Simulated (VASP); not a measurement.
Wanted: the native input for a VASP 6.6.1 run.

```yaml
Task: relaxation of cell and atoms
Functional: PBE
Potentials_or_basis: VASP PAW PBE potentials, release 64 (Sn_d, P)
Cutoff: 600 eV
k_mesh: 6 × 6 × 4
Occupations: gaussian, width 0.1 eV
Spin: no spin polarisation
Dipole_correction: no
Further_INCAR_settings: ALGO = Normal; EDIFF = 1e-06; IBRION = 2; EDIFFG = -0.04; NSW = 90; ISIF = 3
```

The structure of Sn2P lies in POSCAR:

```
Sn2P
1.0
    3.4221849043     -1.9752985476      0.0000000000
    3.4221849043      1.9752985476      0.0000000000
   -2.2564492105      0.0000000000      6.3528931244
Sn P
2 1
Direct
    0.7380000000      0.7380000000      0.2310000000
    0.2620000000      0.2620000000      0.7690000000
    0.0000000000      0.0000000000      0.0000000000
```

The input as run:

INCAR

```
ALGO     = Normal         # electronic algorithm
EDIFF    = 1E-6           # SCF threshold, eV
EDIFFG   = -0.04          # ionic threshold
ENCUT    = 600            # plane-wave cutoff, eV
GGA      = PE             # functional
IBRION   = 2              # ionic algorithm
ISIF     = 3              # what is computed and relaxed
ISMEAR   = 0              # smearing method
LASPH    = T              # aspherical terms in the spheres
LCHARG   = F              # write CHGCAR
LREAL    = F              # projectors in reciprocal space
LWAVE    = F              # write WAVECAR
NELM     = 60             # most SCF steps
NSW      = 90             # ionic steps
PREC     = Accurate       # precision mode
SIGMA    = 0.1            # smearing width, eV
```

KPOINTS

```
k-points
0
Gamma
  6 6 4
```

Potentials or basis: VASP PAW PBE potentials, release 64 (Sn_d, P).

Command:

```console
$ cat potpaw_PBE.64/Sn_d/POTCAR potpaw_PBE.64/P/POTCAR > POTCAR
$ mpirun -np 1 vasp_std > vasp.out
```

It gave:

- Relaxed volume: 24.87 Å³/atom
- Relaxed cell: a = 3.893 Å, b = 3.893 Å, c = 6.159 Å, α = 108.76°, β = 108.76°, γ = 59.34°
- Space group after relaxing (to 0.1 Å): R-3m (No. 166)
- Energy gained by relaxing: 148.7 meV/atom
- Ionic steps: 17
- Pressure after relaxing: -0.1 GPa
- Largest force after relaxing: 0.027 eV/Å
- Band gap on the k mesh: zero (an odd number of electrons rules out a gap without spin polarisation)

Caveat: spin-orbit coupling is left out, which moves the levels of the heavy elements.

Run time: 20 min on 1 thread of Intel Xeon 8259CL, on a shared host, peak memory 0.31 GiB.
